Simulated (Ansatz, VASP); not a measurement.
# Two plane-wave programs on LiGeN

```
CELL_PARAMETERS angstrom
3.14270 0.00000 0.00000
-1.57135 2.72165 0.00000
0.00000 0.00000 9.24071
ATOMIC_POSITIONS crystal
Li 0.66667 0.33333 0.74230
Li 0.33333 0.66667 0.24230
Ge 0.00000 0.00000 0.49993
Ge 0.00000 0.00000 0.99993
N 0.33333 0.66667 0.60241
N 0.66667 0.33333 0.10241
```

Change from the starting cell: epitaxial_xy strain +5.2%.

Alike in both runs: task single point; functional PBE; k mesh 12 × 12 × 4; occupations fermi-dirac, width 0.02 eV; no spin polarisation.

|  | VASP | Ansatz |
| --- | --- | --- |
| version | VASP 6.6.1 | Ansatz 0.2.0 |
| potentials or method | VASP PAW PBE potentials, release 64 (Li_sv, Ge_d, N) | plane waves, PAW |
| plane-wave cutoff (eV) | 520 | 420 |
| valence electrons in the cell | 44 | 44 |

|  | VASP | Ansatz | Ansatz less VASP |
| --- | --- | --- | --- |
| gap on the k mesh at the Fermi level (eV) | 1.05 | 1.06 | +0.001 |
| rms of the force components (eV/Å) | 0.174 | 0.162 | -0.0117 |

Atom by atom the forces differ by 0.012 eV/Å (rms over components). With one functional, cell and mesh, what is left measures potentials, basis and numerics.

Noted on VASP's run: the cutoff is under 1.25 times that of the potentials, so the pressure is a little rough.
